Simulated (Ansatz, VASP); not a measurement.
One calculation of Ta5W, two programs

```
CELL_PARAMETERS angstrom
2.75685 0.00000 0.00000
0.00000 4.76910 0.00000
0.00000 0.00000 8.30309
ATOMIC_POSITIONS crystal
Ta 0.00000 0.00000 0.82935
Ta 0.50000 0.50000 0.00000
Ta 0.00000 0.00000 0.17065
Ta 0.50000 0.50000 0.33585
Ta 0.50000 0.50000 0.66415
W 0.00000 0.00000 0.50000
```

Alike in both runs: functional PBE; k mesh 14 × 8 × 6; occupations gaussian, width 0.1 eV; no spin polarisation.

Ansatz relaxed the structure, and its values are those at the end. VASP's run is a single point on that final structure, the one shown.

|  | VASP | Ansatz |
| --- | --- | --- |
| version | VASP 6.6.1 | Ansatz 0.2.0 |
| potentials or method | VASP PAW PBE potentials, release 64 (Ta_pv, W_sv), cutoff 520 eV | scalar-relativistic, plane waves, PAW |
| valence electrons in the cell | 69 | 79 |

Ansatz gave:

* gap on the k mesh at the Fermi level (eV): none
* pressure (GPa): 0.0
* rms of the force components (eV/Å): 0.000

Problem. What did VASP give for the same quantities?

Solution. gap on the k mesh at the Fermi level (eV): none; pressure (GPa): 0.1; rms of the force components (eV/Å): 0.004.

A gap of «none» marks a metal or a gap that the smearing closes. With one functional, cell and mesh, what is left measures potentials, basis and numerics. VASP's potentials hold 69 valence electrons a cell and Ansatz's 79, so a difference there can come from the potentials and not from the codes.

Neither program's run includes spin-orbit coupling.
